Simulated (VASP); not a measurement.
A run of VASP 6.6.1:

The input INCAR:

```
PREC = Accurate ; ENCUT = 520
EDIFF = 1E-7 ; ISMEAR = 0
SIGMA = 0.02 ; LREAL = F
LASPH = T ; NELM = 80
ALGO = Normal ; ISIF = 2
LWAVE = F ; LCHARG = T
GGA = PS ; LELF = T
LVHAR = T ; NBANDS = 35
```

File KPOINTS:

```
Automatic mesh
0
Gamma
  12 12 2
```

File POSCAR:

```
MoSe2
1.0
    3.2693322478      0.0000000000      0.0000000000
   -1.6346661239      2.8313247800      0.0000000000
    0.0000000000      0.0000000000     13.1091992251
Mo Se
2 4
Direct
    0.3333333333      0.6666666667      0.2500000000
    0.6666666667      0.3333333333      0.7500000000
    0.3333333333      0.6666666667      0.6230427517
    0.6666666667      0.3333333333      0.1230427517
    0.3333333333      0.6666666667      0.8769572483
    0.6666666667      0.3333333333      0.3769572483
```

Potentials or basis: VASP PAW PBE potentials, release 64 (Mo_sv, Se).

Launch:

```bash
$ cat potpaw_PBE.64/Mo_sv/POTCAR potpaw_PBE.64/Se/POTCAR > POTCAR
$ mpirun -np 1 vasp_std > vasp.out
```

Hardware: 1 thread of AMD EPYC 7R13, with other jobs on the host.

Question: Estimate the wall time of this run.

Answer: Run time: 6.2 min on 1 thread of AMD EPYC 7R13 (shared host), peak memory 0.26 GiB. Counts: scf iterations 16, k points 38.
